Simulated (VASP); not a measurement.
Be3B, 8 atoms in the cell. The typed cell holds 8 atoms: a = 3.068 Å, b = 3.069 Å, c = 6.137 Å, α = 90.00°, β = 89.97°, γ = 89.95°. 

| Quantity | Value |
| --- | --- |
| Program | VASP 6.6.1 |
| Task | single point |
| Functional | PBE |
| Potentials or basis | VASP PAW PBE potentials, release 64 (Be, B) |
| Cutoff | 520 eV |
| k mesh | 8 × 8 × 4 |
| Occupations | gaussian, width 0.1 eV |
| Spin | no spin polarisation |
| Dipole correction | no |
| Further INCAR settings | ALGO = Fast; EDIFF = 1e-06; NBANDS = 19 |

Potentials or basis: VASP PAW PBE potentials, release 64 (Be, B).

The run is started by

```bash
$ cat potpaw_PBE.64/Be/POTCAR potpaw_PBE.64/B/POTCAR > POTCAR
$ mpirun -np 1 vasp_std > vasp.out
```

Hardware: 1 thread of Oxide Virtual Turin-like Processor, with other jobs on the host.

Q: How long does it take, and how much memory?

A: Wall time 2.5 min on 1 thread of Oxide Virtual Turin-like Processor, with other jobs on the host, peak memory 0.22 GiB. Counts: scf iterations 12, k points 132.
